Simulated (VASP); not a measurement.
Crystal: GePt.

```
Ge Pt
1.0
     0.00000    2.62684    2.62684
     2.62684    0.00000    2.62684
     2.62684    2.62684    0.00000
Ge Pt
1 1
Direct
  0.50000 0.50000 0.50000
  0.00000 0.00000 0.00000
```

- Program: VASP 6.6.1
- Task: relaxation of cell and atoms
- Functional: PBE
- Potentials or basis: VASP PAW PBE potentials, release 64 (Ge_d, Pt)
- Cutoff: 600 eV
- k mesh: 18 × 18 × 18
- Occupations: gaussian, width 0.1 eV
- Spin: no spin polarisation

At the start: pressure -2.9 GPa; volume 18.13 Å³/atom.

Task: Where does the relaxation end?

Result: Over 3 steps the energy falls by 3.8 meV/atom and the volume is 17.72 Å³/atom (-2.3 %); space group Fm-3m (No. 225, to 0.05 Å).

The path:
| step | energy change (eV) | largest force (eV/Å) | pressure (GPa) | volume (Å³) |
| --- | --- | --- | --- | --- |
| 1 | 0.0000 | 0.0000 | -2.87 | 36.25 |
| 2 | 0.0014 | 0.0000 | 3.44 | 34.57 |
| 3 | -0.0076 | 0.0000 | -0.05 | 35.43 |

Final structure:
```xyz
2
Lattice="0.0000 2.6069 2.6069 2.6069 0.0000 2.6069 2.6069 2.6069 0.0000" Properties=species:S:1:pos:R:3 pbc="T T T"
Ge    2.6069    2.6069    2.6069
Pt    0.0000    0.0000    0.0000
```
